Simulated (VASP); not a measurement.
## W: single point with PBEsol

W:

```xyz
1
Lattice="0.0000 2.1924 1.9488 2.1924 0.0000 1.9488 2.1924 2.1924 0.0000" Properties=species:S:1:pos:R:3 pbc="T T T"
W     0.0000    0.0000    0.0000
```

This cell differs from its parent crystal: strain +0.080 along x and y, -0.040 along z.

* Program: VASP 6.6.1
* Task: single point
* Functional: PBEsol
* Potentials or basis: VASP PAW PBE potentials, release 64 (W_sv)
* Cutoff: 520 eV
* k mesh: 20 × 20 × 20
* Occupations: gaussian, width 0.15 eV
* Spin: no spin polarisation
* Dipole correction: no
* Further INCAR settings: ALGO = Fast; EDIFF = 1e-06; NBANDS = 13

```yaml
Pressure: -35.4 GPa
Band_gap_on_the_k_mesh: zero (bands 7 and 8 overlap by 4.28 eV)
```

Stress tensor (GPa, compression positive):
```
-28.55   0.00   0.00
  0.00 -28.55   0.00
  0.00   0.00 -49.06
```

Levels at points of the mesh, in eV from the Fermi level:
| k point | band 4 | band 5 | band 6 | band 7 | band 8 | band 9 | band 10 | band 11 |
| --- | --- | --- | --- | --- | --- | --- | --- | --- |
| (0.00, 0.00, 0.00) | -37.92 | -8.54 | -1.01 | -1.01 | 0.25 | 0.94 | 2.55 | 12.61 |
| (0.50, 0.00, 0.00) | -37.97 | -5.16 | -1.57 | -0.03 | 0.15 | 3.41 | 4.37 | 8.30 |
| (0.50, 0.50, 0.00) | -38.30 | -4.74 | -4.16 | 3.71 | 3.87 | 4.52 | 4.52 | 9.29 |
| (0.50, 0.00, 0.50) | -38.08 | -4.95 | -3.81 | 1.55 | 3.60 | 3.79 | 5.01 | 9.75 |

Run time: 100 s on 1 thread of Intel Xeon 8259CL (shared host), peak memory 0.26 GiB.

Caveat: the cell differs from its parent crystal (strain +0.080 along x and y, -0.040 along z); the cell stands under tension; the PAW data sets were made with another functional, which shifts forces and pressure a little; spin-orbit coupling is left out, which moves the levels of the heavy elements.
